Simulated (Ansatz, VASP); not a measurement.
**Zn4SeS3 in VASP and in Ansatz**

```
Zn Se S
1.0
     0.00000    2.72739   -2.72739
    -2.72956   -5.46086   -2.73348
    -5.46329    2.73283    2.73283
Zn Se S
4 1 3
Direct
  0.74266 0.48531 0.24761
  0.00112 0.00224 0.99036
  0.25166 0.50332 0.75085
  0.50472 0.00944 0.51182
  0.93662 0.87324 0.31154
  0.18627 0.37253 0.05887
  0.43757 0.87514 0.81283
  0.68939 0.37877 0.56613
```

Alike in both runs: functional r2SCAN; k mesh 6 × 6 × 4; occupations gaussian, width 0.1 eV; no spin polarisation.

Ansatz relaxed the structure, and its values are those at the end. VASP's run is a single point on that final structure, the one shown.

```csv
,VASP,Ansatz
version,VASP 6.6.1,Ansatz 0.2.0
potentials or method,"VASP PAW PBE potentials, release 64 (Zn, Se, S), cutoff 550 eV","scalar-relativistic, plane waves, PAW"
valence electrons in the cell,72,82
```

VASP gave:

* gap on the k mesh at the Fermi level (eV): 2.34
* least direct gap on the mesh (eV): 2.34
* pressure (GPa): 0.0
* rms of the force components (eV/Å): 0.010

**Question.** Estimate Ansatz's values.

**Answer.** gap on the k mesh at the Fermi level (eV): 2.33; least direct gap on the mesh (eV): 2.33; pressure (GPa): -0.1; rms of the force components (eV/Å): 0.012.

VASP's potentials were made for PBE, not for r2SCAN. VASP's potentials hold 72 valence electrons a cell and Ansatz's 82, so a difference there can come from the potentials and not from the codes.
